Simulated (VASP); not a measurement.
# AlPdC4N4 (P-43m) in VASP: single point with PBE

Aim: the single point of AlPdC4N4 with PBE.

Program: VASP 6.6.1. These are calculated values, not measurements. Logs are shortened: lines on timing, memory, paths and dates and some standing lists are left out, and cuts for length are marked.

## 1. The cell of the first run

Symmetry: P-43m, No. 215, cubic system. The conventional cell has a = 5.855 Å, b = 5.855 Å, c = 5.855 Å, α = 90.00°, β = 90.00°, γ = 90.00°. Al (site symmetry -43m) has 4 N at 1.96 Å within 2.6 Å. Within 2.6 Å of Pd (site symmetry -43m) lie 4 C at 1.94 Å. Within 1.6 Å of C (site symmetry 3m) lie 1 N at 1.17 Å. N (site symmetry 3m) has 1 C at 1.17 Å within 1.6 Å.

## 2. Single point, PBE

The input, INCAR:

```
  ALGO = Normal
  EDIFF = 1E-6
  ENCUT = 700
  GGA = PE
  GGA_COMPAT = F
  ISIF = 2
  ISMEAR = 0
  LASPH = T
  LCHARG = F
  LREAL = F
  LWAVE = F
  NBANDS = 40
  NELM = 120
  PREC = Accurate
  SIGMA = 0.1
```

The input, KPOINTS:

```
k-points
0
Gamma
  4 4 4
```

The input, POSCAR:

```
AlPdC4N4
1.0
    5.8549090800      0.0000000000      0.0000000000
    0.0000000000      5.8549090800      0.0000000000
    0.0000000000      0.0000000000      5.8549090800
Al Pd C N
1 1 4 4
Direct
    0.5000000000      0.5000000000      0.5000000000
    0.0000000000      0.0000000000      0.0000000000
    0.1911054100      0.1911054100      0.1911054100
    0.1911054100      0.8088945900      0.8088945900
    0.8088945900      0.1911054100      0.8088945900
    0.8088945900      0.8088945900      0.1911054100
    0.3064786500      0.3064786500      0.3064786500
    0.3064786500      0.6935213500      0.6935213500
    0.6935213500      0.3064786500      0.6935213500
    0.6935213500      0.6935213500      0.3064786500
```

Potentials or basis: VASP PAW PBE potentials, release 64 (Al, Pd_sv_GW, C, N).

Started as:

```bash
$ cat potpaw_PBE.64/Al/POTCAR potpaw_PBE.64/Pd_sv_GW/POTCAR potpaw_PBE.64/C/POTCAR potpaw_PBE.64/N/POTCAR > POTCAR
$ mpirun -np 1 vasp_std > vasp.out
```

OUTCAR:

```text
EDIFF = 1E-6
   ENCUT = 700
   GGA = PE
   ISIF = 2
   ISMEAR = 0
   LASPH = T
   LREAL = F
   NELM = 120
   PREC = Accurate

 ion  position               nearest neighbor table
   1  0.500  0.500  0.500-   7 1.96   8 1.96   9 1.96  10 1.96
   2  0.000  0.000  0.000-   3 1.94   4 1.94   5 1.94   6 1.94
   3  0.191  0.191  0.191-   7 1.17   2 1.94
   4  0.191  0.809  0.809-   8 1.17   2 1.94
   5  0.809  0.191  0.809-   9 1.17   2 1.94
   6  0.809  0.809  0.191-  10 1.17   2 1.94
   7  0.306  0.306  0.306-   3 1.17   1 1.96
   8  0.306  0.694  0.694-   4 1.17   1 1.96
   9  0.694  0.306  0.694-   5 1.17   1 1.96
  10  0.694  0.694  0.306-   6 1.17   1 1.96

  LATTYP: Found a simple cubic cell.
 ALAT       =     5.8549090800

  Lattice vectors:

 A1 = (   5.8549090800,   0.0000000000,   0.0000000000)
 A2 = (   0.0000000000,   5.8549090800,   0.0000000000)
 A3 = (   0.0000000000,   0.0000000000,   5.8549090800)

Analysis of symmetry for initial positions (statically):
=====================================================================
 Subroutine PRICEL returns:
 Original cell was already a primitive cell.

 Routine SETGRP: Setting up the symmetry group for a
 simple cubic supercell.

 Subroutine GETGRP returns: Found 24 space group operations
 (whereof 24 operations were pure point group operations)
 out of a pool of 48 trial point group operations.

The static configuration has the point symmetry T_d .

Analysis of symmetry for dynamics (positions and initial velocities):
=====================================================================
 Subroutine PRICEL returns:
 Original cell was already a primitive cell.

 Routine SETGRP: Setting up the symmetry group for a
 simple cubic supercell.

 Subroutine GETGRP returns: Found 24 space group operations
 (whereof 24 operations were pure point group operations)
 out of a pool of 48 trial point group operations.

The dynamic configuration has the point symmetry T_d .

 Subroutine INISYM returns: Found 24 space group operations
 (whereof 24 operations are pure point group operations),
 and found     1 'primitive' translations

----------------------------------------------------------------------------------------

                                     Primitive cell

  volume of cell :     200.7061

  direct lattice vectors                    reciprocal lattice vectors
[... 88 lines left out ...]
   EDIFF  = 0.1E-05   stopping-criterion for ELM
   LREAL  =      F    real-space projection
[... 7 lines left out ...]
   TEBEG  =    0.0;   TEEND  =   0.0 temperature during run
   PSTRESS=    0.0 pullay stress
   NELECT =      57.0000    total number of electrons
   NUPDOWN=      -1.0000    fix difference up-down
   EMIN   =  10.00;   EMAX   =-10.00  energy-range for DOS
   EFERMI =   0.00;   METHOD = LEGACY
   ISMEAR =     0;   SIGMA  =   0.10  broadening in eV -4-tet -1-fermi 0-gaus
   EFERMI_NEDOS =   21; number of points for ismear=-14 and -15
   IALGO  =     38    algorithm
   IMIX   =      4    mixing-type and parameters
     AMIX     =   0.40;   BMIX     =  1.00
     AMIX_MAG =   1.60;   BMIX_MAG =  1.00
  volume/ion in A,a.u.               =      20.07       135.44
  Fermi-wavevector in a.u.,A,eV,Ry     =   1.076084  2.033504 15.754967  1.157957
  Thomas-Fermi vector in A             =   2.211959
   LORBIT       =      0    0 simple, 1 ext, 2 COOP (PROOUT), +10 PAW based schemes
   GGA     = PE    functional components
   LHFCALC =     F    Hartree Fock is set to
   AEXX    =    0.0000 exact exchange contribution
   IVDW    =     0    specifies the selected vdW correction
   LEPSILON=     F    determine dielectric tensor
   LRPA    =     F    only Hartree local field effects (RPA)
 non-spin polarized calculation
 Gauss-broadening in eV      SIGMA  =   0.10
  energy-cutoff  :      700.00
  volume of cell :      200.71
 maximum number of plane-waves:      8480
 NGX is ok and might be reduce to    54
   NGX = 25   NGY = 25   NGZ = 25

 number of electron      57.0000007 magnetization

 Free energy of the ion-electron system (eV)
  ---------------------------------------------------
  ext. energy  EPLUGINS =         0.00000000
  ---------------------------------------------------
  free energy    TOTEN  =       -74.98720916 eV

  energy without entropy =      -74.91514127  energy(sigma->0) =      -74.95117521

 E-fermi :  -0.6362     XC(G=0):  -7.3097

 val. band max:       -0.6822039725   @ k =   0.5000   0.2500   0.2500
 cond. band min:      -0.6216882159   @ k =   0.5000   0.0000   0.0000
 fundamental gap:      0.0605157566
 Fermi energy:        -0.6362457804

 k-point     1 :       0.0000    0.0000    0.0000
  band No.  band energies     occupation
      1     -85.4893      2.00000
      2     -51.1909      2.00000
      3     -51.1909      2.00000
      4     -51.1909      2.00000
      5     -18.3688      2.00000
      6     -18.2006      2.00000
[... 419 lines left out ...]
     39       6.4892      0.00000
     40       6.4892      0.00000

------------------------ aborting loop because EDIFF is reached ----------------------------------------

  FORCE on cell =-STRESS in cart. coord.  units (eV):
  Direction    XX          YY          ZZ          XY          YZ          ZX
  --------------------------------------------------------------------------------------
  -------------------------------------------------------------------------------------
  Total        0.6045135      0.6045135      0.6045135      0.0000000      0.0000000      0.0000000
  in kB        4.8256536      4.8256536      4.8256536      0.0000000      0.0000000      0.0000000
  external PRESSURE =       4.8256536 kB  Pullay stress =       0.0000000 kB

 VOLUME and BASIS-vectors are now :
 -----------------------------------------------------------------------------
  energy-cutoff  :      700.00
  volume of cell :      200.71
      direct lattice vectors                 reciprocal lattice vectors
     5.854909080  0.000000000  0.000000000     0.170796845  0.000000000  0.000000000
     0.000000000  5.854909080  0.000000000     0.000000000  0.170796845  0.000000000
     0.000000000  0.000000000  5.854909080     0.000000000  0.000000000  0.170796845

 POSITION                                       TOTAL-FORCE (eV/Angst)
 -----------------------------------------------------------------------------------
      2.92745      2.92745      2.92745        -0.000000     -0.000000      0.000000
      0.00000      0.00000      0.00000        -0.000000     -0.000000      0.000000
      1.11890      1.11890      1.11890         0.031850      0.031850      0.031850
      1.11890      4.73600      4.73600         0.031850     -0.031850     -0.031850
      4.73600      1.11890      4.73600        -0.031850      0.031850     -0.031850
      4.73600      4.73600      1.11890        -0.031850     -0.031850      0.031850
      1.79440      1.79440      1.79440         1.839091      1.839091      1.839091
      1.79440      4.06050      4.06050         1.839091     -1.839091     -1.839091
      4.06050      1.79440      4.06050        -1.839091      1.839091     -1.839091
      4.06050      4.06050      1.79440        -1.839091     -1.839091      1.839091
 -----------------------------------------------------------------------------------
    total drift:                               -0.000000     -0.000000      0.000000

  FREE ENERGIE OF THE ION-ELECTRON SYSTEM (eV)
  ---------------------------------------------------
  free  energy   TOTEN  =       -74.9872091559 eV

  energy  without entropy=      -74.9151412664  energy(sigma->0) =      -74.95117521
```

OSZICAR:

```text
N       E                     dE             d eps       ncg     rms          rms(c)
DAV:   1     0.552915611568E+03    0.55292E+03   -0.31177E+04   872   0.162E+03
DAV:   2    -0.165201233142E+02   -0.56944E+03   -0.54271E+03  1024   0.491E+02
DAV:   3    -0.903399701203E+02   -0.73820E+02   -0.72699E+02  1232   0.165E+02
DAV:   4    -0.934449891544E+02   -0.31050E+01   -0.30028E+01  1128   0.390E+01
DAV:   5    -0.935675059801E+02   -0.12252E+00   -0.12215E+00  1184   0.835E+00    0.618E+01
DAV:   6    -0.930386182302E+02    0.52889E+00   -0.11651E+02  1280   0.142E+02    0.606E+01
DAV:   7    -0.765527133965E+02    0.16486E+02   -0.48314E+01  1240   0.986E+01    0.510E+01
DAV:   8    -0.767396777830E+02   -0.18696E+00   -0.24940E+01  1264   0.740E+01    0.105E+01
DAV:   9    -0.750132781167E+02    0.17264E+01   -0.94000E+00  1288   0.361E+01    0.586E+00
DAV:  10    -0.750054261925E+02    0.78519E-02   -0.42870E-01  1184   0.538E+00    0.228E+00
DAV:  11    -0.749857724496E+02    0.19654E-01   -0.68868E-02  1232   0.249E+00    0.464E-01
DAV:  12    -0.749876130821E+02   -0.18406E-02   -0.14117E-02  1184   0.819E-01    0.543E-01
DAV:  13    -0.749871049105E+02    0.50817E-03   -0.30518E-03  1312   0.711E-01    0.146E-01
DAV:  14    -0.749872018607E+02   -0.96950E-04   -0.41801E-04   920   0.114E-01    0.581E-02
DAV:  15    -0.749872076599E+02   -0.57992E-05   -0.32832E-05  1352   0.687E-02    0.542E-02
DAV:  16    -0.749872101624E+02   -0.25025E-05   -0.64237E-06  1056   0.299E-02    0.899E-03
DAV:  17    -0.749872090498E+02    0.11126E-05   -0.28916E-06   752   0.265E-02    0.198E-03
DAV:  18    -0.749872091559E+02   -0.10612E-06   -0.10747E-06   624   0.641E-03
   1 F= -.74987209E+02 E0= -.74951175E+02  d E =-.720679E-01
```

stdout:

```text
POSCAR found type information on POSCAR AlPdC N
 POSCAR found :  4 types and      10 ions
 scaLAPACK will be used
 LDA part: xc-table for (Slater+PW92), standard interpolation
 POSCAR, INCAR and KPOINTS ok, starting setup
 FFT: planning ... GRIDC
 FFT: planning ... GRID_SOFT
 FFT: planning ... GRID
 WAVECAR not read
 entering main loop
```

It took 3.3 min on 1 thread of Intel Xeon Platinum 8259CL at 2.50GHz (Skylake/Cascade Lake), shared host; peak memory 0.48 GiB.

Results:

* Free energy: -74.9872 eV
* Pressure: 0.5 GPa
* Largest force: 3.185 eV/Å
* Band gap on the k mesh: zero (an odd number of electrons rules out a gap without spin polarisation)

Forces on the atoms (eV/Å):
```
Al   0.000  0.000  0.000
Pd   0.000  0.000  0.000
C    0.032  0.032  0.032
C    0.032 -0.032 -0.032
C   -0.032  0.032 -0.032
C   -0.032 -0.032  0.032
N    1.839  1.839  1.839
N    1.839 -1.839 -1.839
N   -1.839  1.839 -1.839
N   -1.839 -1.839  1.839
```

Caveat: an odd number of electrons without spin polarisation forces a metal; a magnetic or distorted state may lie lower.

The gap in the log of VASP goes by the Fermi energy; the results here count the filled bands.